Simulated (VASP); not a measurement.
Wanted: the native input for a VASP 6.6.1 run.

```
Task                   : single point
Functional             : LDA
Potentials or basis    : VASP PAW LDA potentials, release 64 (Ga_d, Sb)
Cutoff                 : 520 eV
k mesh                 : 16 × 16 × 16
Occupations            : gaussian, width 0.15 eV
Spin                   : no spin polarisation
Dipole correction      : no
Further INCAR settings : ALGO = Normal; EDIFF = 1e-07; NBANDS = 16
```

The structure of GaSb lies in POSCAR:

```
GaSb
1.0
   -2.5558000000      2.5558000000      1.4617000000
    2.5558000000     -2.5558000000      1.4617000000
    2.5558000000      2.5558000000     -1.4617000000
Ga Sb
1 1
Direct
    0.2500000000      0.7500000000      0.5000000000
    0.0000000000      0.0000000000      0.0000000000
```

These files were run (other wordings do the same):

INCAR

```
SYSTEM = GaSb
PREC = Accurate ; ENCUT = 520
EDIFF = 1E-7 ; ISMEAR = 0
SIGMA = 0.15 ; LREAL = .FALSE.
LASPH = .TRUE. ; NELM = 60
ALGO = Normal ; ISIF = 2
LWAVE = .FALSE. ; LCHARG = .FALSE.
GGA = CA ; NBANDS = 16
```

KPOINTS

```
Automatic mesh
0
G
  16 16 16
  0 0 0
```

Potentials or basis: VASP PAW LDA potentials, release 64 (Ga_d, Sb).

Command:

```sh
$ cat potpaw_LDA.64/Ga_d/POTCAR potpaw_LDA.64/Sb/POTCAR > POTCAR
$ mpirun -np 1 vasp_std > vasp.out
```

It gave:

```
Pressure               : 14.9 GPa
Band gap on the k mesh : zero (band 9 reaches 11.62 eV, above the bottom of band 10 at 5.46 eV)
```

Caveat: spin-orbit coupling is left out, which moves the levels of the heavy elements.

Run time: 2.8 min on 1 thread of Intel Xeon 6975P-C (shared host), peak memory 0.33 GiB.
